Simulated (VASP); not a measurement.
Here is a VASP 6.6.1 calculation.

INCAR

```
SYSTEM = Se
PREC     = Accurate       ! precision mode
ENCUT    = 520            ! plane-wave cutoff, eV
EDIFF    = 1E-7           ! SCF threshold, eV
ISMEAR   = -1             ! smearing method
SIGMA    = 0.03           ! smearing width, eV
LREAL    = .False.        ! projectors in reciprocal space
LASPH    = .True.         ! aspherical terms in the spheres
NELM     = 60             ! most SCF steps
ALGO     = Normal         ! electronic algorithm
ISIF     = 2              ! what is computed and relaxed
LWAVE    = .False.        ! write WAVECAR
LCHARG   = .False.        ! write CHGCAR
GGA      = PE             ! functional
NBANDS   = 16             ! bands
```

KPOINTS

```
regular mesh
0
Gamma
  6 6 5
  0 0 0
```

Contents of POSCAR:

```
Se
1.0
    4.4518334532      0.0000000000      0.0000000000
   -2.2259167266      3.8554008639      0.0000000000
    0.0000000000      0.0000000000      5.0507540772
Se
3
Direct
    0.2254000000      0.0000000000      0.3333333333
    0.0000000000      0.2254000000      0.6666666667
    0.7746000000      0.7746000000      0.0000000000
```

Potentials or basis: VASP PAW PBE potentials, release 64 (Se).

Command:

```sh
$ cat potpaw_PBE.64/Se/POTCAR > POTCAR
$ mpirun -np 1 vasp_std > vasp.out
```

(1) Estimate the band gap on the k mesh.

(2) Predict the pressure.

(3) Predict the largest force.

Answers

(1) 1.33 eV (least direct gap 1.40 eV).

(2) -0.3 GPa.

(3) 0.142 eV/Å.

Caveat: an odd mesh through Γ misses points on the zone boundary, where band edges can lie.
